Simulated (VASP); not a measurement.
# VN2 (I4/mcm) in VASP: a series of runs

The runs below take VN2 through single point, with PBEsol.

Program: VASP 6.6.1. These are calculated values, not measurements. Logs are shortened: lines on timing, memory, paths and dates and some standing lists are left out, and cuts for length are marked.

## (1) The cell of the first run

The structure is tetragonal, space group I4/mcm (No. 140). Conventional cell: a = 4.301 Å, b = 4.301 Å, c = 4.983 Å, α = 90.00°, β = 90.00°, γ = 90.00°. V (site symmetry 422) has 8 N at 2.13 Å and 2 V at 2.49 Å within 2.8 Å. Within 1.9 Å of N (site symmetry m2m) lie 1 N at 1.40 Å.

## (2) Single point, PBEsol

Input file INCAR:

```
SYSTEM = VN2
ALGO     = Normal         ! electronic algorithm
EDIFF    = 1E-6           ! SCF threshold, eV
ENCUT    = 520            ! plane-wave cutoff, eV
GGA      = PS             ! functional
ISIF     = 2              ! what is computed and relaxed
ISMEAR   = 1              ! smearing method
LASPH    = .True.         ! aspherical terms in the spheres
LCHARG   = .True.         ! write CHGCAR
LELF     = .True.         ! ELF
LREAL    = .False.        ! projectors in reciprocal space
LVHAR    = .True.       
LWAVE    = .False.        ! write WAVECAR
NBANDS   = 32             ! bands
NELM     = 80             ! most SCF steps
PREC     = Accurate       ! precision mode
SIGMA    = 0.05           ! smearing width, eV
```

Input file KPOINTS:

```
k-points
0
Gamma
  12 12 12
  0 0 0
```

Input file POSCAR:

```
VN2
1.0
   -2.1507500000      2.1507500000      2.4913500000
    2.1507500000     -2.1507500000      2.4913500000
    2.1507500000      2.1507500000     -2.4913500000
V N
2 4
Direct
    0.2500000000      0.2500000000      0.0000000000
    0.7500000000      0.7500000000      0.0000000000
    0.1151000000      0.6151000000      0.7302000000
    0.6151000000      0.8849000000      0.5000000000
    0.8849000000      0.3849000000      0.2698000000
    0.3849000000      0.1151000000      0.5000000000
```

Potentials or basis: VASP PAW PBE potentials, release 64 (V_sv, N).

Started as:

```console
$ cat potpaw_PBE.64/V_sv/POTCAR potpaw_PBE.64/N/POTCAR > POTCAR
$ mpirun -np 1 vasp_std > vasp.out
```

OUTCAR:

```text
SYSTEM = VN2
   EDIFF = 1E-6
   ENCUT = 520
   GGA = PS
   ISIF = 2
   ISMEAR = 1
   LASPH = .True.
   LREAL = .False.
   NELM = 80
   PREC = Accurate

 ion  position               nearest neighbor table
   1  0.250  0.250  0.000-   5 2.13   3 2.13   4 2.13   6 2.13   6 2.13   3 2.13   4 2.13   5 2.13
                             2 2.49   2 2.49
   2  0.750  0.750  0.000-   5 2.13   3 2.13   4 2.13   6 2.13   4 2.13   6 2.13   3 2.13   5 2.13
                             1 2.49   1 2.49
   3  0.115  0.615  0.730-   5 1.40   1 2.13   1 2.13   2 2.13   2 2.13
   4  0.615  0.885  0.500-   6 1.40   2 2.13   1 2.13   2 2.13   1 2.13
   5  0.885  0.385  0.270-   3 1.40   2 2.13   1 2.13   2 2.13   1 2.13
   6  0.385  0.115  0.500-   4 1.40   1 2.13   2 2.13   1 2.13   2 2.13

  LATTYP: Found a body centered tetragonal cell.
 ALAT       =     4.3015000000
 C/A-ratio  =     1.1583633616

  Lattice vectors:

 A1 = (  -2.1507500000,   2.1507500000,   2.4913500000)
 A2 = (   2.1507500000,  -2.1507500000,   2.4913500000)
 A3 = (   2.1507500000,   2.1507500000,  -2.4913500000)

Analysis of symmetry for initial positions (statically):
=====================================================================
 Subroutine PRICEL returns:
 Original cell was already a primitive cell.

 Routine SETGRP: Setting up the symmetry group for a
 body centered tetragonal supercell.

 Subroutine GETGRP returns: Found 16 space group operations
 (whereof  8 operations were pure point group operations)
 out of a pool of 16 trial point group operations.

The static configuration has the point symmetry C_4h.
 The point group associated with its full space group is D_4h.

Analysis of symmetry for dynamics (positions and initial velocities):
=====================================================================
 Subroutine PRICEL returns:
 Original cell was already a primitive cell.

 Routine SETGRP: Setting up the symmetry group for a
 body centered tetragonal supercell.

 Subroutine GETGRP returns: Found 16 space group operations
 (whereof  8 operations were pure point group operations)
 out of a pool of 16 trial point group operations.

The dynamic configuration has the point symmetry C_4h.
 The point group associated with its full space group is D_4h.

 Subroutine INISYM returns: Found 16 space group operations
 (whereof  8 operations are pure point group operations),
 and found     1 'primitive' translations

----------------------------------------------------------------------------------------

                                     Primitive cell

  volume of cell :      46.0972

  direct lattice vectors                    reciprocal lattice vectors
    -2.150750000  2.150750000  2.491350000     0.000000000  0.232477043  0.200694403
     2.150750000 -2.150750000  2.491350000     0.232477043  0.000000000  0.200694403
     2.150750000  2.150750000 -2.491350000     0.232477043  0.232477043  0.000000000

  length of vectors
     3.931701406  3.931701406  3.931701406     0.307121830  0.307121830  0.328772187

  position of ions in fractional coordinates (direct lattice)
     0.250000000  0.250000000  0.000000000
     0.750000000  0.750000000  0.000000000
     0.115100000  0.615100000  0.730200000
     0.615100000  0.884900000  0.500000000
     0.884900000  0.384900000  0.269800000
     0.384900000  0.115100000  0.500000000

  ion indices of the primitive-cell ions
   primitive index   ion index
                 1           1
                 2           2
                 3           3
                 4           4
                 5           5
                 6           6

----------------------------------------------------------------------------------------

 KPOINTS: k-points

Automatic generation of k-mesh.
 Grid dimensions read from file:
 generate k-points for:   12   12   12

 Generating k-lattice:

  Cartesian coordinates                     Fractional coordinates (reciprocal lattice)
     0.000000000  0.019373087  0.016724534     0.083333333  0.000000000  0.000000000
     0.019373087  0.000000000  0.016724534     0.000000000  0.083333333  0.000000000
     0.019373087  0.019373087  0.000000000     0.000000000  0.000000000  0.083333333

  Length of vectors
     0.025593486  0.025593486  0.027397682

  Shift w.r.t. Gamma in fractional coordinates (k-lattice)
     0.000000000  0.000000000  0.000000000

 Subroutine IBZKPT returns following result:
 ===========================================

 Found    163 irreducible k-points:

 Following reciprocal coordinates:
            Coordinates               Weight
  0.000000  0.000000  0.000000      1.000000
  0.083333 -0.000000  0.000000      8.000000
  0.166667 -0.000000  0.000000      8.000000
  0.250000  0.000000  0.000000      8.000000
  0.333333 -0.000000  0.000000      8.000000
  0.416667  0.000000 -0.000000      8.000000
[... 16 lines left out ...]
  0.500000  0.166667  0.000000     16.000000
 -0.416667  0.166667  0.000000     16.000000
 [... further k-points ...]
   k-points           NKPTS =    163   k-points in BZ     NKDIM =    163   number of bands    NBANDS=     32
   number of dos      NEDOS =    301   number of ions     NIONS =      6
   total plane-waves  NPLWV =  27000
   dimension x,y,z NGX =    30 NGY =   30 NGZ =   30
   dimension x,y,z NGXF=    60 NGYF=   60 NGZF=   60
   ions per type =               2   4
   NGX,Y,Z   is equivalent  to a cutoff of  12.69, 12.69, 12.69 a.u.
   NGXF,Y,Z  is equivalent  to a cutoff of  25.37, 25.37, 25.37 a.u.
 SYSTEM =  VN2
   PREC   = accura    normal or accurate (medium, high low for compatibility)
   ISTART =      0    job   : 0-new  1-cont  2-samecut
   ICHARG =      2    charge: 1-file 2-atom 10-const
   ISPIN  =      1    spin polarized calculation?
   LNONCOLLINEAR =      F non collinear calculations
   LSORBIT =      F    spin-orbit coupling
   LASPH  =      T    aspherical Exc in radial PAW
   ENCUT  =  520.0 eV  38.22 Ry    6.18 a.u.   7.31  7.31  7.31*2*pi/ulx,y,z
   NELM   =     80;   NELMIN=  2; NELMDL= -5     # of ELM steps
   EDIFF  = 0.1E-05   stopping-criterion for ELM
   LREAL  =      F    real-space projection
[... 7 lines left out ...]
   TEBEG  =    0.0;   TEEND  =   0.0 temperature during run
   PSTRESS=    0.0 pullay stress
   NELECT =      46.0000    total number of electrons
   NUPDOWN=      -1.0000    fix difference up-down
   EMIN   =  10.00;   EMAX   =-10.00  energy-range for DOS
   EFERMI =   0.00;   METHOD = LEGACY
   ISMEAR =     1;   SIGMA  =   0.05  broadening in eV -4-tet -1-fermi 0-gaus
   EFERMI_NEDOS =   21; number of points for ismear=-14 and -15
   IALGO  =     38    algorithm
   IMIX   =      4    mixing-type and parameters
     AMIX     =   0.40;   BMIX     =  1.00
     AMIX_MAG =   1.60;   BMIX_MAG =  1.00
  volume/ion in A,a.u.               =       7.68        51.85
  Fermi-wavevector in a.u.,A,eV,Ry     =   1.635947  3.091492 36.413581  2.676323
  Thomas-Fermi vector in A             =   2.727335
   LORBIT       =      0    0 simple, 1 ext, 2 COOP (PROOUT), +10 PAW based schemes
   GGA     = PS    functional components
   LHFCALC =     F    Hartree Fock is set to
   AEXX    =    0.0000 exact exchange contribution
   IVDW    =     0    specifies the selected vdW correction
   LEPSILON=     F    determine dielectric tensor
   LRPA    =     F    only Hartree local field effects (RPA)
 non-spin polarized calculation
 Methfessel and Paxton  Order N= 1 SIGMA  =   0.05
  energy-cutoff  :      520.00
  volume of cell :       46.10
 maximum number of plane-waves:      1268
 NGX is ok and might be reduce to    30
   NGX = 15   NGY = 15   NGZ = 15

 number of electron      46.0000009 magnetization

 Free energy of the ion-electron system (eV)
  ---------------------------------------------------
  ext. energy  EPLUGINS =         0.00000000
  ---------------------------------------------------
  free energy    TOTEN  =       -56.93053273 eV

  energy without entropy =      -56.93035592  energy(sigma->0) =      -56.93047379

 E-fermi :  11.3670     XC(G=0): -13.8845

 val. band max:       11.3648651340   @ k =   0.5000   0.4167  -0.0000
 cond. band min:      11.3680224297   @ k =  -0.3333   0.3333   0.0833
 fundamental gap:      0.0031572957
 Fermi energy:        11.3670172430

 k-point     1 :       0.0000    0.0000    0.0000
  band No.  band energies     occupation
      1     -54.0088      2.00000
      2     -53.8437      2.00000
      3     -28.2162      2.00000
      4     -27.9730      2.00000
      5     -27.9730      2.00000
      6     -27.9623      2.00000
[... 24 lines left out ...]
     31      13.6206      0.00000
     32      15.8295      0.00000

 k-point     2 :       0.0833   -0.0000    0.0000
  band No.  band energies     occupation
      1     -54.0060      2.00000
      2     -53.8464      2.00000
      3     -28.2027      2.00000
      4     -27.9737      2.00000
      5     -27.9734      2.00000
      6     -27.9637      2.00000
[... 24 lines left out ...]
     31      13.7321      0.00000
     32      15.7208      0.00000

 k-point     3 :       0.1667   -0.0000    0.0000
  band No.  band energies     occupation
      1     -53.9976      2.00000
      2     -53.8546      2.00000
      3     -28.1630      2.00000
      4     -27.9755      2.00000
      5     -27.9744      2.00000
      6     -27.9674      2.00000
[... 24 lines left out ...]
     31      14.0004      0.00000
     32      15.4100      0.00000

 k-point     4 :       0.2500    0.0000    0.0000
  band No.  band energies     occupation
      1     -53.9843      2.00000
      2     -53.8676      2.00000
      3     -28.0992      2.00000
      4     -27.9778      2.00000
      5     -27.9757      2.00000
      6     -27.9725      2.00000
[... 24 lines left out ...]
     31      14.1678      0.00000
     32      14.9606      0.00000

 k-point     5 :       0.3333   -0.0000    0.0000
  band No.  band energies     occupation
      1     -53.9671      2.00000
      2     -53.8845      2.00000
      3     -28.0165      2.00000
      4     -27.9784      2.00000
      5     -27.9778      2.00000
      6     -27.9766      2.00000
[... 584 lines left out ...]
     31      14.1889      0.00000
     32      14.8537      0.00000

 k-point    22 :       0.4167    0.1667    0.0000
  band No.  band energies     occupation
      1     -53.9400      2.00000
      2     -53.9111      2.00000
      3     -28.0620      2.00000
      4     -27.9921      2.00000
      5     -27.9672      2.00000
      6     -27.9275      2.00000
[... 24 lines left out ...]
     31      14.1301      0.00000
     32      14.9886      0.00000

 k-point    23 :       0.5000    0.1667    0.0000
  band No.  band energies     occupation
      1     -53.9596      2.00000
      2     -53.8914      2.00000
      3     -28.0653      2.00000
      4     -28.0317      2.00000
      5     -27.9887      2.00000
      6     -27.9638      2.00000
[... 24 lines left out ...]
     31      14.2082      0.00000
     32      15.0596      0.00000

 k-point    24 :      -0.4167    0.1667    0.0000
  band No.  band energies     occupation
      1     -53.9770      2.00000
      2     -53.8741      2.00000
      3     -28.1156      2.00000
      4     -28.0611      2.00000
      5     -27.9876      2.00000
      6     -27.9605      2.00000
[... 24 lines left out ...]
     31      14.3557      0.00000
     32      15.0398      0.00000

 [... further k-points ...]
[... 5 lines left out ...]
  --------------------------------------------------------------------------------------
  -------------------------------------------------------------------------------------
  Total       -3.0646928     -3.0646928     -3.2938771      0.0000000      0.0000000      0.0000000
  in kB     -106.5179839   -106.5179839   -114.4836264      0.0000000      0.0000000      0.0000000
  external PRESSURE =    -109.1731981 kB  Pullay stress =       0.0000000 kB

 VOLUME and BASIS-vectors are now :
 -----------------------------------------------------------------------------
  energy-cutoff  :      520.00
  volume of cell :       46.10
      direct lattice vectors                 reciprocal lattice vectors
    -2.150750000  2.150750000  2.491350000     0.000000000  0.232477043  0.200694403
     2.150750000 -2.150750000  2.491350000     0.232477043  0.000000000  0.200694403
     2.150750000  2.150750000 -2.491350000     0.232477043  0.232477043  0.000000000

 POSITION                                       TOTAL-FORCE (eV/Angst)
 -----------------------------------------------------------------------------------
      0.00000      0.00000      1.24568         0.000000      0.000000      0.000000
      0.00000      0.00000      3.73703         0.000000     -0.000000      0.000000
      2.64585      0.49510      0.00000        -0.270618     -0.270618     -0.000000
      1.65565      0.49510      2.49135         0.270618     -0.270618     -0.000000
     -0.49510      1.65565      2.49135         0.270618      0.270618      0.000000
      0.49510      1.65565      0.00000        -0.270618      0.270618      0.000000
 -----------------------------------------------------------------------------------
    total drift:                                0.000000      0.000000     -0.000000

  FREE ENERGIE OF THE ION-ELECTRON SYSTEM (eV)
  ---------------------------------------------------
  free  energy   TOTEN  =       -56.9305327276 eV

  energy  without entropy=      -56.9303559247  energy(sigma->0) =      -56.93047379
```

Wall time 2 min (1 thread of Intel Xeon 6975P-C (Granite Rapids), shared host); peak memory 0.31 GiB.

Results:

```
Free energy            : -56.9305 eV
Pressure               : -10.9 GPa
Largest force          : 0.383 eV/Å
Band gap on the k mesh : zero (band 23 reaches 11.56 eV, above the bottom of band 24 at 11.20 eV)
```

Forces on the atoms (eV/Å):
```
V    0.000  0.000  0.000
V    0.000  0.000  0.000
N   -0.271 -0.271  0.000
N    0.271 -0.271  0.000
N    0.271  0.271  0.000
N   -0.271  0.271  0.000
```

Stress tensor (GPa, compression positive):
```
-10.65   0.00   0.00
  0.00 -10.65   0.00
  0.00   0.00 -11.45
```

Caveat: the PAW data sets were made with another functional, which shifts forces and pressure a little; the run has no spin polarisation, though such a crystal can be magnetic. With open d or f shells a metallic result of PBEsol can be an artefact of self-interaction; +U or a hybrid may open a gap.

## (3) Single point, PBEsol

Input file INCAR:

```
SYSTEM = VN2
PREC     = Accurate       ! precision mode
ENCUT    = 520            ! plane-wave cutoff, eV
EDIFF    = 1E-6           ! SCF threshold, eV
ISMEAR   = 1              ! smearing method
SIGMA    = 0.1            ! smearing width, eV
LREAL    = .False.        ! projectors in reciprocal space
LASPH    = .True.         ! aspherical terms in the spheres
NELM     = 80             ! most SCF steps
ALGO     = Normal         ! electronic algorithm
ISIF     = 2              ! what is computed and relaxed
LWAVE    = .False.        ! write WAVECAR
LCHARG   = .False.        ! write CHGCAR
GGA      = PS             ! functional
NBANDS   = 32             ! bands
```

Input file KPOINTS:

```
Automatic mesh
0
Gamma
  12 12 12
  0 0 0
```

POSCAR is that of step 2.

Potentials or basis: VASP PAW PBE potentials, release 64 (V_sv, N).

Started as:

```console
$ cat potpaw_PBE.64/V_sv/POTCAR potpaw_PBE.64/N/POTCAR > POTCAR
$ mpirun -np 1 vasp_std > vasp.out
```

It took 1.8 min on 1 thread of Intel Xeon 6975P-C (Granite Rapids), shared host; peak memory 0.31 GiB.

It converged, with:

| Quantity | Value |
| --- | --- |
| Free energy | -56.9308 eV |
| Pressure | -10.9 GPa |
| Largest force | 0.380 eV/Å |
| Band gap on the k mesh | zero (band 23 reaches 11.56 eV, above the bottom of band 24 at 11.20 eV) |

Forces in eV/Å, atoms in the order of the input:
```
V    0.000  0.000  0.000
V    0.000  0.000  0.000
N   -0.269 -0.269  0.000
N    0.269 -0.269  0.000
N    0.269  0.269  0.000
N   -0.269  0.269  0.000
```

Stress tensor (GPa, compression positive):
```
-10.65   0.00   0.00
  0.00 -10.65   0.00
  0.00   0.00 -11.50
```

Levels at points of the mesh, in eV from the Fermi level:
| k point | band 19 | band 20 | band 21 | band 22 | band 23 | band 24 | band 25 | band 26 | band 27 | band 28 |
| --- | --- | --- | --- | --- | --- | --- | --- | --- | --- | --- |
| (0.00, 0.00, 0.00) | -3.37 | -2.94 | -2.66 | -2.66 | -2.66 | 0.75 | 0.89 | 0.89 | 1.33 | 1.95 |
| (0.50, 0.00, 0.00) | -3.42 | -3.42 | -3.21 | -3.21 | 0.16 | 0.16 | 0.72 | 0.72 | 1.04 | 1.04 |
| (0.50, 0.50, 0.00) | -4.95 | -4.63 | -2.80 | -2.60 | -1.40 | -0.01 | 0.77 | 1.10 | 1.85 | 2.18 |
| (0.50, 0.50, 0.50) | -4.71 | -2.17 | -2.17 | -0.28 | -0.16 | -0.12 | -0.10 | 0.02 | 1.93 | 1.93 |

Caveat: the PAW data sets were made with another functional, which shifts forces and pressure a little; the run has no spin polarisation, though such a crystal can be magnetic. With open d or f shells a metallic result of PBEsol can be an artefact of self-interaction; +U or a hybrid may open a gap.

## (4) Single point, PBEsol

Input file INCAR:

```
  ALGO = Normal
  EDIFF = 1E-6
  ENCUT = 520
  GGA = PS
  ISIF = 2
  ISMEAR = 1
  LASPH = True
  LCHARG = False
  LREAL = False
  LWAVE = False
  NBANDS = 32
  NELM = 80
  PREC = Accurate
  SIGMA = 0.2
```

Input file KPOINTS:

```
k-points
0
Gamma
  12 12 12
```

POSCAR is that of step 3.

Started as:

```console
$ cat potpaw_PBE.64/V_sv/POTCAR potpaw_PBE.64/N/POTCAR > POTCAR
$ mpirun -np 1 vasp_std > vasp.out
```

It took 2 min on 1 thread of Intel Xeon 6975P-C (Granite Rapids), shared host; peak memory 0.3 GiB.

It converged, with:

```
Free energy            : -56.9310 eV
Pressure               : -10.9 GPa
Largest force          : 0.378 eV/Å
Band gap on the k mesh : zero (band 23 reaches 11.56 eV, above the bottom of band 24 at 11.20 eV)
```

Forces in eV/Å, atoms in the order of the input:
```
V    0.000  0.000  0.000
V    0.000  0.000  0.000
N   -0.267 -0.267  0.000
N    0.267 -0.267  0.000
N    0.267  0.267  0.000
N   -0.267  0.267  0.000
```

Stress tensor (GPa, compression positive):
```
-10.61   0.00   0.00
  0.00 -10.61   0.00
  0.00   0.00 -11.58
```

Levels at points of the mesh, in eV from the Fermi level:
```csv
k point,band 20,band 21,band 22,band 23,band 24,band 25,band 26,band 27
"(0.00, 0.00, 0.00)",-2.93,-2.66,-2.65,-2.65,0.75,0.89,0.89,1.34
"(0.50, 0.00, 0.00)",-3.41,-3.20,-3.20,0.17,0.17,0.73,0.73,1.05
"(0.50, 0.50, 0.00)",-4.63,-2.80,-2.59,-1.39,0.00,0.78,1.11,1.86
"(0.50, 0.50, 0.50)",-2.16,-2.16,-0.27,-0.15,-0.12,-0.09,0.03,1.93
```

Caveat: the PAW data sets were made with another functional, which shifts forces and pressure a little; the run has no spin polarisation, though such a crystal can be magnetic.

[end of part 1 of 2]
